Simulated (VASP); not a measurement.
## PbSe (Clausthalite): single point with PBEsol

Crystal: PbSe (Clausthalite).

```
CELL_PARAMETERS angstrom
0.00000 3.06065 3.06065
3.06065 0.00000 3.06065
3.06065 3.06065 0.00000
ATOMIC_POSITIONS crystal
Pb 0.00000 0.00000 0.00000
Se 0.50000 0.50000 0.50000
```

| Quantity | Value |
| --- | --- |
| Program | VASP 6.6.1 |
| Task | single point |
| Functional | PBEsol |
| Potentials or basis | VASP PAW PBE potentials, release 64 (Pb_d, Se) |
| Cutoff | 520 eV |
| k mesh | 8 × 8 × 8 |
| Occupations | fermi-dirac, width 0.05 eV |
| Spin | non-collinear spin, zero start, spin-orbit coupling |
| Starting moments | [[0.0, 0.0, 0.0], [0.0, 0.0, 0.0]] μB |
| Dipole correction | no |
| Further INCAR settings | ALGO = Normal; EDIFF = 1e-06; NBANDS = 32 |

* Pressure: -0.8 GPa
* Net moment: 0.00 μB per cell
* Valence electrons inside the program's atomic spheres: Pb 11.86; Se 3.79

Moments on the atoms (μB; x, y, z):
```
Pb  0.00 0.00 0.00
Se  0.00 0.00 0.00
```

Run time: 90 s on 1 thread of Intel(R) Xeon(R) Platinum 8375C CPU @ 2.90GHz (Ice Lake), with other jobs on the host, peak memory 0.34 GiB.

Caveat: the PAW data sets were made with another functional, which shifts forces and pressure a little.
